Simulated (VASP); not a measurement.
# Fe (P6_3/mmc) in VASP: single point with r2SCAN

Aim: the single point of Fe with r2SCAN.

All numbers are computed with VASP 6.6.1; they aren't measurements. Logs are shortened: lines on timing, memory, paths and dates and some standing lists are left out, and cuts for length are marked.

### Step 1. The cell of the first run

It takes space group P6_3/mmc (No. 194, hexagonal). The conventional cell has a = 2.539 Å, b = 2.539 Å, c = 4.381 Å, α = 90.00°, β = 90.00°, γ = 120.00°. Within 3.4 Å of Fe (site symmetry -6m2) lie 12 Fe at 2.54 to 2.64 Å.

### Step 2. Single point, r2SCAN, collinear spin, ferromagnetic start

POSCAR reads:

```
Fe
1.0
    2.5393088645      0.0000000000      0.0000000000
   -1.2696544323      2.1991059847      0.0000000000
    0.0000000000      0.0000000000      4.3814745895
Fe
2
Direct
    0.3333333333      0.6666666667      0.2500000000
    0.6666666667      0.3333333333      0.7500000000
```

INCAR.step1 reads:

```
PREC = Accurate ; ENCUT = 660
ISMEAR = -1 ; SIGMA = 0.1
LREAL = F ; LASPH = T
NELM = 200 ; ISPIN = 2
MAGMOM = 2.896 2.896 ; LMAXMIX = 4
NBANDS = 19 ; GGA = PE
ALGO = Normal ; EDIFF = 1E-5
LWAVE = T ; LCHARG = F
GGA_COMPAT = F
```

INCAR.step2 reads:

```
PREC = Accurate ; ENCUT = 660
EDIFF = 1E-6 ; ISMEAR = -1
SIGMA = 0.1 ; LREAL = F
LASPH = T ; NELM = 200
ALGO = Normal ; ISIF = 2
LWAVE = F ; LCHARG = F
ISPIN = 2 ; MAGMOM = 2.896 2.896
LORBIT = 11 ; LMAXMIX = 4
METAGGA = R2SCAN ; LMIXTAU = T
NBANDS = 19 ; ISTART = 1
GGA_COMPAT = F
```

KPOINTS reads:

```
regular mesh
0
Gamma
  7 7 4
```

Potentials or basis: VASP PAW PBE potentials, release 64 (Fe).

Launch:

```bash
> cat potpaw_PBE.64/Fe/POTCAR > POTCAR
> cp INCAR.step1 INCAR
> mpirun -np 1 vasp_std > vasp.out
> cp INCAR.step2 INCAR
> mpirun -np 1 vasp_std > vasp.out
```

OUTCAR:

```text
PREC = Accurate
   ENCUT = 660
   EDIFF = 1E-6
   ISMEAR = -1
   LREAL = F
   LASPH = T
   NELM = 200
   ISIF = 2
   ISPIN = 2
   LORBIT = 11
   METAGGA = R2SCAN
   ISTART = 1

 ion  position               nearest neighbor table
   1  0.333  0.667  0.250-   2 2.64   2 2.64   2 2.64   2 2.64   2 2.64   2 2.64
   2  0.667  0.333  0.750-   1 2.64   1 2.64   1 2.64   1 2.64   1 2.64   1 2.64

  LATTYP: Found a hexagonal cell.
 ALAT       =     2.5393088645
 C/A-ratio  =     1.7254594944

  Lattice vectors:

 A1 = (   2.5393088645,   0.0000000000,   0.0000000000)
 A2 = (  -1.2696544323,   2.1991059847,   0.0000000000)
 A3 = (   0.0000000000,   0.0000000000,   4.3814745895)

Analysis of symmetry for initial positions (statically):
=====================================================================
 Subroutine PRICEL returns:
 Original cell was already a primitive cell.

 Routine SETGRP: Setting up the symmetry group for a
 hexagonal supercell.

 Subroutine GETGRP returns: Found 24 space group operations
 (whereof 12 operations were pure point group operations)
 out of a pool of 24 trial point group operations.

The static configuration has the point symmetry D_3d.
 The point group associated with its full space group is D_6h.

Analysis of symmetry for dynamics (positions and initial velocities):
=====================================================================
 Subroutine PRICEL returns:
 Original cell was already a primitive cell.

 Routine SETGRP: Setting up the symmetry group for a
 hexagonal supercell.

 Subroutine GETGRP returns: Found 24 space group operations
 (whereof 12 operations were pure point group operations)
 out of a pool of 24 trial point group operations.

The dynamic configuration has the point symmetry D_3d.
 The point group associated with its full space group is D_6h.

Analysis of structural, dynamic, and magnetic symmetry:
=====================================================================
 Subroutine PRICEL returns:
 Original cell was already a primitive cell.

 Routine SETGRP: Setting up the symmetry group for a
 hexagonal supercell.

 Subroutine GETGRP returns: Found 24 space group operations
 (whereof 12 operations were pure point group operations)
 out of a pool of 24 trial point group operations.

The overall configuration has the point symmetry D_3d.
 The point group associated with its full space group is D_6h.
[... 117 lines left out ...]
     AMIX     =   0.40;   BMIX     =  1.00
     AMIX_MAG =   1.60;   BMIX_MAG =  1.00
  volume/ion in A,a.u.               =      12.23        82.56
  Fermi-wavevector in a.u.,A,eV,Ry     =   1.420978  2.685260 27.472609  2.019180
  Thomas-Fermi vector in A             =   2.541837
   LORBIT       =     11    0 simple, 1 ext, 2 COOP (PROOUT), +10 PAW based schemes
   METAGGA = R2SCAN    functional components
   LHFCALC =     F    Hartree Fock is set to
   AEXX    =    0.0000 exact exchange contribution
   IVDW    =     0    specifies the selected vdW correction
   LEPSILON=     F    determine dielectric tensor
   LRPA    =     F    only Hartree local field effects (RPA)
 spin polarized calculation
  energy-cutoff  :      660.00
  volume of cell :       24.47
 maximum number of plane-waves:       978
 NGX is ok and might be reduce to    24
   NGX = 11   NGY = 11   NGZ = 19

 number of electron      16.0000002 magnetization       5.6683983

 Free energy of the ion-electron system (eV)
  ---------------------------------------------------
  ext. energy  EPLUGINS =         0.00000000
  ---------------------------------------------------
  free energy    TOTEN  =       -28.42459875 eV

  energy without entropy =      -28.35942208  energy(sigma->0) =      -28.39201041

 E-fermi :   5.5929     XC(G=0): -13.7550

 val. band max:        5.5875101244   @ k =   0.2857   0.2857   0.0000
 cond. band min:       5.6250450009   @ k =   0.1429   0.0000   0.5000
 fundamental gap:      0.0375348765
 Fermi energy:         5.5928995392

 spin component 1

 k-point     1 :       0.0000    0.0000    0.0000
  band No.  band energies     occupation
      1      -3.2874      1.00000
      2       0.0081      1.00000
      3       2.1146      1.00000
      4       2.2184      1.00000
      5       2.2184      1.00000
      6       2.4449      1.00000
[... 504 lines left out ...]
      5       1.9828      1.00000
      6       1.9828      1.00000
[... 11 lines left out ...]
     18      24.5703      0.00000
     19      28.5463      0.00000
 Fermi energy:         5.5928995392

 spin component 2

 k-point     1 :       0.0000    0.0000    0.0000
  band No.  band energies     occupation
      1      -3.6396      1.00000
      2       1.4796      1.00000
      3       4.2144      1.00000
      4       5.0695      0.99469
      5       5.9331      0.03223
      6       5.9331      0.03223
[... 505 lines left out ...]
      6       4.6311      0.99993
[... 11 lines left out ...]
     18      25.5578      0.00000
     19      29.5895      0.00000

------------------------ aborting loop because EDIFF is reached ----------------------------------------

  FORCE on cell =-STRESS in cart. coord.  units (eV):
  Direction    XX          YY          ZZ          XY          YZ          ZX
  --------------------------------------------------------------------------------------
  -------------------------------------------------------------------------------------
  Total        0.1818558      0.1818558     -0.2267456     -0.0000000     -0.0000000     -0.0000000
  in kB       11.9084660     11.9084660    -14.8479809     -0.0000000     -0.0000000     -0.0000000
  external PRESSURE =       2.9896503 kB  Pullay stress =       0.0000000 kB

 VOLUME and BASIS-vectors are now :
 -----------------------------------------------------------------------------
  energy-cutoff  :      660.00
  volume of cell :       24.47
      direct lattice vectors                 reciprocal lattice vectors
     2.539308865  0.000000000  0.000000000     0.393807943  0.227365122  0.000000000
    -1.269654432  2.199105985  0.000000000     0.000000000  0.454730244  0.000000000
     0.000000000  0.000000000  4.381474589     0.000000000  0.000000000  0.228233664

 POSITION                                       TOTAL-FORCE (eV/Angst)
 -----------------------------------------------------------------------------------
     -0.00000      1.46607      1.09537         0.000000      0.000000     -0.000000
      1.26965      0.73304      3.28611        -0.000000      0.000000      0.000000
 -----------------------------------------------------------------------------------
    total drift:                               -0.000000      0.000000     -0.000000

  FREE ENERGIE OF THE ION-ELECTRON SYSTEM (eV)
  ---------------------------------------------------
  free  energy   TOTEN  =       -28.4245987471 eV

  energy  without entropy=      -28.3594220795  energy(sigma->0) =      -28.39201041

 total charge

# of ion       s       p       d       tot
------------------------------------------
    1        0.479   0.518   6.142   7.139
    2        0.479   0.518   6.142   7.139
--------------------------------------------------
tot          0.958   1.037  12.284  14.279

 magnetization (x)

# of ion       s       p       d       tot
------------------------------------------
    1       -0.007  -0.068   2.949   2.873
    2       -0.007  -0.068   2.949   2.873
--------------------------------------------------
tot         -0.015  -0.137   5.898   5.747
```

OUTCAR.step1:

```text
PREC = Accurate
   ENCUT = 660
   ISMEAR = -1
   LREAL = F
   LASPH = T
   NELM = 200
[... 1296 lines left out ...]
 -----------------------------------------------------------------------------------
     -0.00000      1.46607      1.09537         0.000000     -0.000000      0.000000
      1.26965      0.73304      3.28611        -0.000000      0.000000      0.000000
 -----------------------------------------------------------------------------------
    total drift:                               -0.000000      0.000000     -0.000000

  FREE ENERGIE OF THE ION-ELECTRON SYSTEM (eV)
  ---------------------------------------------------
  free  energy   TOTEN  =       -16.1243593454 eV

  energy  without entropy=      -16.0421020959  energy(sigma->0) =      -16.08323072
```

It took 65 s on 1 thread of Intel Xeon 6975P-C, shared host; peak memory 0.2 GiB.

Results:

- Free energy: -28.4246 eV
- Pressure: 0.3 GPa
- Net moment: 5.67 μB per cell
- Site moments: Fe +2.87 μB
- Valence electrons inside the program's atomic spheres: Fe 7.14

Levels at points of the mesh, in eV from the Fermi level:
Spin up:
```csv
k point,band 8,band 9,band 10,band 11,band 12,band 13,band 14,band 15
"(0.00, 0.00, 0.00)",-2.69,-2.69,-1.86,-1.86,-1.00,4.74,21.93,22.31
"(0.00, 0.00, 0.50)",-3.40,-2.13,-2.13,-2.13,-2.13,12.46,12.46,22.58
```
Spin down:
```tsv
k point	band 3	band 4	band 5	band 6	band 7	band 8
(0.00, 0.00, 0.00)	-1.38	-0.52	0.34	0.34	0.67	0.67
(0.00, 0.00, 0.50)	-1.19	-1.19	0.38	0.38	0.38	0.38
```

Caveat: the k points lie up to 0.41 Å⁻¹ apart; the PAW data sets were made with another functional, which shifts forces and pressure a little.
